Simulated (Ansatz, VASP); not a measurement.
# One calculation of H4C, two programs

```
C H
1.0
     7.23043    0.00000    0.00000
     0.00000    7.23043    0.00000
     0.00000    0.00000    7.23043
C H
6 24
Cartesian
  1.8747 6.0131 0.8729
  5.0939 6.2874 6.3070
  6.8348 0.3230 3.3781
  3.2172 1.5775 3.6101
  6.1432 3.6206 1.5102
  0.9122 3.8795 5.1654
  2.8706 6.2712 1.2553
  1.1384 6.0975 1.6763
  1.8798 4.9872 0.4885
  1.6120 6.7052 0.0647
  5.6100 6.8786 7.0759
  4.4931 5.5079 6.7902
  5.8343 5.8249 5.6432
  4.4398 6.9415 5.7221
  6.3658 1.0164 4.0858
  6.1270 -0.4747 3.1330
  7.7333 -0.1114 3.8339
  7.1107 0.8618 2.4652
  4.2233 1.9776 3.8133
  2.7687 1.2286 4.5462
  3.2904 0.7359 2.8998
  2.5820 2.3697 3.1858
  6.3177 4.6987 1.3957
  5.9676 3.3807 2.5655
  7.0200 3.0697 1.1559
  5.2654 3.3290 0.9203
  0.9166 4.8136 4.5923
  0.5143 3.0743 4.5398
  0.2885 4.0011 6.0578
  1.9368 3.6292 5.4603
```

Alike in both runs: functional PBE; dispersion D3(BJ); k mesh 1 × 1 × 1; occupations fermi-dirac, width 0.02 eV; no spin polarisation.

Ansatz relaxed the structure, and its values are those at the end. VASP's run is a single point on that final structure, the one shown.

|  | VASP | Ansatz |
| --- | --- | --- |
| version | VASP 6.6.1 | Ansatz 0.2.0 |
| potentials or method | VASP PAW PBE potentials, release 64 (C, H), cutoff 520 eV | scalar-relativistic, plane waves, PAW |
| valence electrons in the cell | 48 | 48 |

|  | VASP | Ansatz | Ansatz less VASP |
| --- | --- | --- | --- |
| rms of the force components (eV/Å) | 0.058 | 0.063 | +0.0051 |
